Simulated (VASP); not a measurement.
A run of VASP 6.6.1 is set up as follows.

INCAR

```
  ALGO = Normal
  EDIFF = 1E-6
  ENCUT = 500
  GGA = PS
  GGA_COMPAT = False
  ISIF = 2
  ISMEAR = -1
  LASPH = True
  LCHARG = False
  LREAL = False
  LWAVE = False
  NBANDS = 36
  NELM = 120
  PREC = Accurate
  SIGMA = 0.1
```

KPOINTS

```
k-points
0
Gamma
  8 5 5
```

Contents of POSCAR:

```
W
1.0
    2.8096620000      0.0000000000      0.0000000000
    0.0000000000      4.8638700000      0.0000000000
    0.0000000000      0.0000000000      4.9236950000
W
4
Direct
    0.7931720008      0.5631570005      0.2500000000
    0.2068279992      0.0631570005      0.2500000000
    0.2068279992      0.4368429995      0.7500000000
    0.7931720008      0.9368429995      0.7550774875
```

Potentials or basis: VASP PAW PBE potentials, release 64 (W_sv).

Launch:

```console
$ cat potpaw_PBE.64/W_sv/POTCAR > POTCAR
$ mpirun -np 1 vasp_std > vasp.out
```

Task: What does it give for the pressure?

Result: -10.3 GPa.

Task: What does it give for the largest force?

Result: 0.272 eV/Å.

Stress tensor (GPa, compression positive):
```
-10.98   0.00  -0.35
  0.00  -9.82  -0.20
 -0.35  -0.20  -9.98
```

Caveat: the PAW data sets were made with another functional, which shifts forces and pressure a little.
